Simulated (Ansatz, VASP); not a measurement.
**One calculation of BP, two programs**

Contents of INCAR:

```
SYSTEM = BP
ALGO = Normal
EDIFF = 1E-6
ENCUT = 500
GGA = CA
GGA_COMPAT = .False.
ISIF = 2
ISMEAR = 0
LASPH = .True.
LCHARG = .True.
LELF = .True.
LREAL = .False.
LVHAR = .True.
LWAVE = .False.
NBANDS = 11
NELM = 120
PREC = Accurate
SIGMA = 0.05
```

Contents of KPOINTS:

```
k-points
0
Gamma
  10 10 10
  0 0 0
```

File POSCAR:

```
BP
1.0
    0.0000000000      2.1782400000      2.0874800000
    2.1782400000      0.0000000000      2.0874800000
    2.1782400000      2.1782400000      0.0000000000
B P
1 1
Direct
    0.0000000000      0.0000000000      0.0000000000
    0.7500000000      0.7500000000      0.7500000000
```

Input for Ansatz:

```yaml
crystal:
  lattice:
    - [0.0, 2.17824, 2.08748]
    - [2.17824, 0.0, 2.08748]
    - [2.17824, 2.17824, 0.0]
  atoms:
    - { symbol: B, position: [0.0, 0.0, 0.0] }
    - { symbol: P, position: [0.75, 0.75, 0.75] }
basis:
  ecutwfc: 420
kpoints:
  mp_grid: { grid: [10, 10, 10] }
hamiltonian:
  xc: lda
scf:
  occupations: { method: gaussian, width: 0.05 }
output:
  forces: true
  stress: true
  eigenvalues: true
```

Change from the starting cell: strain -0.040 along x and y, -0.080 along z, atoms carried along.

Alike in both runs: task single point; functional LDA; k mesh 10 × 10 × 10; occupations gaussian, width 0.05 eV; no spin polarisation.

```csv
,VASP,Ansatz
version,VASP 6.6.1,Ansatz 0.2.0
potentials or method,"VASP PAW LDA potentials, release 64 (B, P), cutoff 500 eV","scalar-relativistic, plane waves, PAW"
valence electrons in the cell,8,8
```

```tsv
	VASP	Ansatz	Ansatz less VASP
gap on the k mesh at the Fermi level (eV)	0.32	0.32	+0.002
least direct gap on the mesh (eV)	3.28	3.28	-0.001
pressure (GPa)	29.7	29.9	+0.23
traceless stress, the component that is largest in VASP (GPa)	7.93	7.92	-0.014
```

LDA's correlation is that of Perdew and Zunger in VASP and of Perdew and Wang (1992) in Ansatz. Both programs put the cell under a high pressure, so it lies far from rest at this level.
